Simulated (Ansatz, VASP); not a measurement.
One calculation of Cu, two programs

```
CELL_PARAMETERS angstrom
0.00000 1.78204 1.78204
1.78204 0.00000 1.78204
1.78204 1.78204 0.00000
ATOMIC_POSITIONS crystal
Cu 0.00000 0.00000 0.00000
```

Alike in both runs: functional PBEsol; k mesh 16 × 16 × 16; occupations fermi-dirac, width 0.15 eV; no spin polarisation.

Ansatz relaxed the structure, and its values are those at the end. VASP's run is a single point on that final structure, the one shown.

|  | VASP | Ansatz |
| --- | --- | --- |
| version | VASP 6.6.1 | Ansatz 0.2.0 |
| potentials or method | VASP PAW PBE potentials, release 64 (Cu), cutoff 520 eV | scalar-relativistic, plane waves, PAW |
| valence electrons in the cell | 11 | 19 |

VASP gave:

```
gap on the k mesh at the Fermi level (eV) : none
pressure (GPa)                            : 0.8
```

Task: Which values does Ansatz return?

Result: gap on the k mesh at the Fermi level (eV): none; pressure (GPa): 0.0.

VASP's potentials were made for PBE, not for PBEsol, and Ansatz warns of the same on its side. A gap of «none» marks a metal or a gap that the smearing closes. VASP's potentials hold 11 valence electrons a cell and Ansatz's 19, so a difference there can come from the potentials and not from the codes.
